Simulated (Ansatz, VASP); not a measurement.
**One calculation of CdS, two programs**

The input POSCAR:

```
CdS
1.0
    0.0000000000      2.9165000000      2.9165000000
    2.9165000000      0.0000000000      2.9165000000
    2.9165000000      2.9165000000      0.0000000000
Cd S
1 1
Direct
    0.0000000000      0.0000000000      0.0000000000
    0.7500000000      0.7500000000      0.7500000000
```

INCAR.step1

```
SYSTEM = CdS
PREC     = Accurate       ! precision mode
ENCUT    = 520            ! plane-wave cutoff, eV
EDIFF    = 1E-5           ! SCF threshold, eV
ISMEAR   = -1             ! smearing method
SIGMA    = 0.05           ! smearing width, eV
LREAL    = .FALSE.        ! projectors in reciprocal space
LASPH    = .TRUE.         ! aspherical terms in the spheres
NELM     = 80             ! most SCF steps
ALGO     = Normal         ! electronic algorithm
ISIF     = 2              ! what is computed and relaxed
LWAVE    = .TRUE.         ! write WAVECAR
LCHARG   = .FALSE.        ! write CHGCAR
GGA      = PE             ! functional
NBANDS   = 16             ! bands
```

The input INCAR.step2:

```
SYSTEM = CdS
PREC     = Accurate       ! precision mode
ENCUT    = 520            ! plane-wave cutoff, eV
EDIFF    = 1E-6           ! SCF threshold, eV
ISMEAR   = -1             ! smearing method
SIGMA    = 0.05           ! smearing width, eV
LREAL    = .FALSE.        ! projectors in reciprocal space
LASPH    = .TRUE.         ! aspherical terms in the spheres
NELM     = 80             ! most SCF steps
ALGO     = Normal         ! electronic algorithm
ISIF     = 2              ! what is computed and relaxed
LWAVE    = .FALSE.        ! write WAVECAR
LCHARG   = .FALSE.        ! write CHGCAR
GGA      = PE             ! functional
LHFCALC  = .TRUE.         ! exact exchange
AEXX     = 1.0            ! exact-exchange fraction
ALDAC    = 0.0          
AGGAC    = 0.0          
PRECFOCK = Normal       
ISTART   = 1            
NBANDS   = 16             ! bands
```

KPOINTS

```
regular mesh
0
G
  4 4 4
  0 0 0
```

Contents of input.yaml:

```yaml
crystal:
  lattice:
    - [0.0, 2.9165, 2.9165]
    - [2.9165, 0.0, 2.9165]
    - [2.9165, 2.9165, 0.0]
  atoms:
    - { symbol: Cd, position: [0.0, 0.0, 0.0] }
    - { symbol: S, position: [0.75, 0.75, 0.75] }
hamiltonian:
  xc: hf
  pseudopotentials: { kind: paw }
kpoints:
  mp_grid: { grid: [4, 4, 4] }
  band_path:
    path:
      - [[0.0, 0.0, 0.0], [0.5, 0.0, 0.5], [0.5, 0.25, 0.75], [0.375, 0.375, 0.75], [0.0, 0.0, 0.0], [0.5, 0.5, 0.5], [0.625, 0.25, 0.625], [0.5, 0.25, 0.75], [0.5, 0.5, 0.5], [0.375, 0.375, 0.75]]
      - [[0.625, 0.25, 0.625], [0.5, 0.0, 0.5]]
    npoints: 4
scf:
  occupations: { method: fermi_dirac, width: 0.05 }
  n_extra_bands: 6
output:
  forces: true
  stress: true
  eigenvalues: true
  fatbands: false
```

Alike in both runs: functional HF; k mesh 4 × 4 × 4; occupations fermi-dirac, width 0.05 eV; no spin polarisation.

```csv
,VASP,Ansatz
version,VASP 6.6.1,Ansatz 0.2.0
potentials or method,"VASP PAW PBE potentials, release 64 (Cd, S)",Ansatz PAW
plane-wave cutoff (eV),520,420
valence electrons in the cell,18,26
task,single point,band structure
```

|  | VASP | Ansatz | Ansatz less VASP |
| --- | --- | --- | --- |
| gap on the k mesh at the Fermi level (eV) | 8.64 | 8.56 | -0.081 |
| least direct gap on the mesh (eV) | 8.64 | 8.56 | -0.081 |
| pressure (GPa) | 7.0 | 7.3 | +0.27 |

VASP's potentials were made for PBE, not for HF. With one functional, cell and mesh, what is left measures potentials, basis and numerics. VASP's potentials hold 18 valence electrons a cell and Ansatz's 26, so a difference there can come from the potentials and not from the codes.

The k mesh is coarse, so the values compare programs but aren't converged.
